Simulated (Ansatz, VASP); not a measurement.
# Two plane-wave programs on TaPtSe4

```
Ta Pt Se
1.0
     0.00000    3.87622    3.87622
     3.87622    0.00000    3.87622
     3.87622    3.87622    0.00000
Ta Pt Se
1 1 4
Direct
  0.25000 0.25000 0.25000
  0.00000 0.00000 0.00000
  0.12592 0.62469 0.62469
  0.62469 0.12592 0.62469
  0.62469 0.62469 0.12592
  0.62469 0.62469 0.62469
```

Change from the starting cell: species swapped into the HoCu4Au type (F-43m, No. 216).

Alike in both runs: functional PBE; k mesh 4 × 4 × 4; occupations gaussian, width 0.1 eV; no spin polarisation.

Ansatz relaxed the structure, and its values are those at the end. VASP's run is a single point on that final structure, the one shown.

|  | VASP | Ansatz |
| --- | --- | --- |
| version | VASP 6.6.1 | Ansatz 0.2.0 |
| potentials or method | VASP PAW PBE potentials, release 64 (Ta_pv, Pt, Se), cutoff 520 eV | scalar-relativistic, plane waves, PAW |
| valence electrons in the cell | 45 | 95 |

```tsv
	VASP	Ansatz	Ansatz less VASP
gap on the k mesh at the Fermi level (eV)	none	none	-
pressure (GPa)	0.0	0.0	-0.03
```

A gap of «none» marks a metal or a gap that the smearing closes. VASP's potentials hold 45 valence electrons a cell and Ansatz's 95, so a difference there can come from the potentials and not from the codes.

Neither program's run includes spin-orbit coupling.
